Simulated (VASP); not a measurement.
Set up this calculation in VASP 6.6.1, as the native input.

- Task: single point
- Functional: PBE
- Potentials or basis: VASP PAW PBE potentials, release 64 (Ru_pv)
- Cutoff: 520 eV
- k mesh: 14 × 14 × 8
- Occupations: fermi-dirac, width 0.03 eV
- Spin: no spin polarisation
- Dipole correction: no
- Further INCAR settings: ALGO = Normal; EDIFF = 1e-06; NBANDS = 21

The structure of Ru lies in POSCAR:

```
Ru
1.0
    2.7057993342      0.0405869900      0.0405869900
   -1.3177503027      2.3229974660      0.0148558694
    0.0642285000      0.0642285000      4.2819000000
Ru
2
Direct
    0.3333333333      0.6666666667      0.2500000000
    0.6666666667      0.3333333333      0.7500000000
```

This cell differs from its parent crystal: equal xy, yz and zx shear strains of +3 %.

One way to write it, as run:

INCAR

```
PREC = Accurate
ENCUT = 520
EDIFF = 1E-6
ISMEAR = -1
SIGMA = 0.03
LREAL = False
LASPH = True
NELM = 80
ALGO = Normal
ISIF = 2
LWAVE = False
LCHARG = False
GGA = PE
NBANDS = 21
```

KPOINTS

```
regular mesh
0
Gamma
  14 14 8
```

Potentials or basis: VASP PAW PBE potentials, release 64 (Ru_pv).

Run with:

```console
$ cat potpaw_PBE.64/Ru_pv/POTCAR > POTCAR
$ mpirun -np 1 vasp_std > vasp.out
```

It gave:

```
Pressure               : 5.3 GPa
Largest force          : 0.082 eV/Å
Band gap on the k mesh : zero (bands 14 and 15 overlap by 3.22 eV)
```

Caveat: the cell differs from its parent crystal (equal xy, yz and zx shear strains of +3 %); the cell stands under pressure.

Run time: 7 min on 1 thread of Intel Xeon 8259CL, on a shared host, peak memory 0.43 GiB.
